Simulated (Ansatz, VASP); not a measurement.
**GaN in VASP and in Ansatz**

The input POSCAR:

```
GaN
1.0
    0.0000000000      2.0241746249      2.0241746249
    2.0241746249      0.0000000000      2.0241746249
    2.0241746249      2.0241746249      0.0000000000
Ga N
1 1
Direct
    0.0000000000      0.0000000000      0.0000000000
    0.5000000000      0.5000000000      0.5000000000
```

Contents of INCAR.step1:

```
  PREC = Accurate
  ENCUT = 520
  EDIFF = 1E-5
  ISMEAR = 0
  SIGMA = 0.01
  LREAL = False
  LASPH = True
  NELM = 60
  ALGO = Normal
  ISIF = 2
  LWAVE = True
  LCHARG = False
  NBANDS = 16
  GGA = PE
  KPAR = 4
```

Contents of INCAR.step2:

```
  PREC = Accurate
  ENCUT = 520
  EDIFF = 1E-6
  ISMEAR = 0
  SIGMA = 0.01
  LREAL = False
  LASPH = True
  NELM = 60
  ALGO = Normal
  ISIF = 2
  LWAVE = False
  LCHARG = False
  GGA = PE
  LHFCALC = True
  HFSCREEN = 0.2079
  PRECFOCK = Normal
  NBANDS = 16
  ISTART = 1
  KPAR = 4
```

Contents of KPOINTS:

```
Automatic mesh
0
Gamma
  8 8 8
```

Input for Ansatz:

```yaml
crystal:
  lattice:
    - [0.0, 2.0241746249, 2.0241746249]
    - [2.0241746249, 0.0, 2.0241746249]
    - [2.0241746249, 2.0241746249, 0.0]
  atoms:
    - { symbol: Ga, position: [0.0, 0.0, 0.0] }
    - { symbol: "N", position: [0.5, 0.5, 0.5] }
kpoints:
  mp_grid: { grid: [8, 8, 8] }
  band_path:
    path:
      - [0.0, 0.0, 0.0]
      - [0.5, 0.0, 0.5]
      - [0.625, 0.25, 0.625]
      - [0.375, 0.375, 0.75]
      - [0.5, 0.5, 0.5]
      - [0.5, 0.25, 0.75]
      - [0.0, 0.179688, -0.179688]
      - [0.0, 0.5, 0.5]
    npoints: 1
hamiltonian:
  xc: hse06
scf:
  occupations: { method: fixed }
  n_extra_bands: 4
output:
  forces: true
  stress: true
  eigenvalues: true
  write_density: true
  write_potential: true
  elf: true
  volumetric_format: npy
```

Change from the starting cell: hydrostatic strain -4.0%.

Alike in both runs: task single point; functional HSE06; k mesh 8 × 8 × 8; no spin polarisation.

|  | VASP | Ansatz |
| --- | --- | --- |
| version | VASP 6.6.1 | Ansatz 0.2.0 |
| potentials or method | VASP PAW PBE potentials, release 64 (Ga_d, N) | plane waves, PAW |
| plane-wave cutoff (eV) | 520 | 420 |
| occupations | gaussian, width 0.01 eV | fixed |
| valence electrons in the cell | 18 | 18 |

Ansatz gave:

- gap on the k mesh at the Fermi level (eV): 2.90
- pressure (GPa): 37.8

**Question.** What did VASP give for the same quantities?

**Answer.** gap on the k mesh at the Fermi level (eV): 2.89; pressure (GPa): 39.1.

Both programs put the cell under a high pressure, so it lies far from rest at this level. Ansatz's warnings: stress exchange threshold loose, stress scf threshold loose.
